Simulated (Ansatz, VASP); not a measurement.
TiO2: VASP beside Ansatz

```
Ti O
1.0
     4.56317    0.00000    0.00000
     0.00000    4.56317    0.00000
     0.00000    0.00000    2.93914
Ti O
2 4
Direct
  0.00000 0.00000 0.00000
  0.50000 0.50000 0.50000
  0.30359 0.30359 0.00000
  0.19641 0.80359 0.50000
  0.69641 0.69641 0.00000
  0.80359 0.19641 0.50000
```

Change from the starting cell: volume scaled by 0.98, ions relaxed.

Alike in both runs: functional PBE; k mesh 7 × 7 × 10; occupations fermi-dirac, width 0.02 eV; no spin polarisation.

Ansatz relaxed the structure, and its values are those at the end. VASP's run is a single point on that final structure, the one shown.

```csv
,VASP,Ansatz
version,VASP 6.6.1,Ansatz 0.2.0
potentials or method,"VASP PAW PBE potentials, release 64 (Ti_sv, O)","plane-wave PAW, scalar-relativistic"
plane-wave cutoff (eV),520,420
valence electrons in the cell,48,48
```

```csv
,VASP,Ansatz,Ansatz less VASP
gap on the k mesh at the Fermi level (eV),1.86,1.89,+0.028
pressure (GPa),10.5,9.9,-0.69
rms of the force components (eV/Å),0.011,0.000,-0.0111
```

With one functional, cell and mesh, what is left measures potentials, basis and numerics. Ansatz's warnings: stress scf threshold loose.
